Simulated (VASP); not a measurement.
Write the native input for VASP 6.6.1 that does the following.

```yaml
Task: single point
Functional: PBE
Potentials_or_basis: VASP PAW PBE potentials, release 64 (Li_sv, H)
Cutoff: 520 eV
k_mesh: 6 × 6 × 6
Occupations: gaussian, width 0.01 eV
Spin: no spin polarisation
Dipole_correction: no
Further_INCAR_settings: ALGO = Normal; EDIFF = 1e-06; NBANDS = 9
```

The structure of LiH lies in POSCAR:

```
LiH
1.0
    0.0000000000      1.9984726947      1.9984726947
    1.9984726947      0.0000000000      1.9984726947
    1.9984726947      1.9984726947      0.0000000000
Li H
1 1
Direct
    0.0000000000      0.0000000000      0.0000000000
    0.5000000000      0.5000000000      0.5000000000
```

One way to write it, as run:

INCAR

```
SYSTEM = LiH
ALGO = Normal ; EDIFF = 1E-6
ENCUT = 520 ; GGA = PE
ISIF = 2 ; ISMEAR = 0
LASPH = .TRUE. ; LCHARG = .FALSE.
LREAL = .FALSE. ; LWAVE = .FALSE.
NBANDS = 9 ; NELM = 80
PREC = Accurate ; SIGMA = 0.01
```

KPOINTS

```
k-points
0
G
  6 6 6
  0 0 0
```

Potentials or basis: VASP PAW PBE potentials, release 64 (Li_sv, H).

Launch:

```console
$ cat potpaw_PBE.64/Li_sv/POTCAR potpaw_PBE.64/H/POTCAR > POTCAR
$ mpirun -np 1 vasp_std > vasp.out
```

It gave:

```
Band gap on the k mesh : 2.97 eV, direct
```

Caveat: the k points lie up to 0.45 Å⁻¹ apart.

Run time: 2.8 s on 1 thread of Intel(R) Xeon(R) Platinum 8488C (Sapphire Rapids) (shared host), peak memory 0.13 GiB.
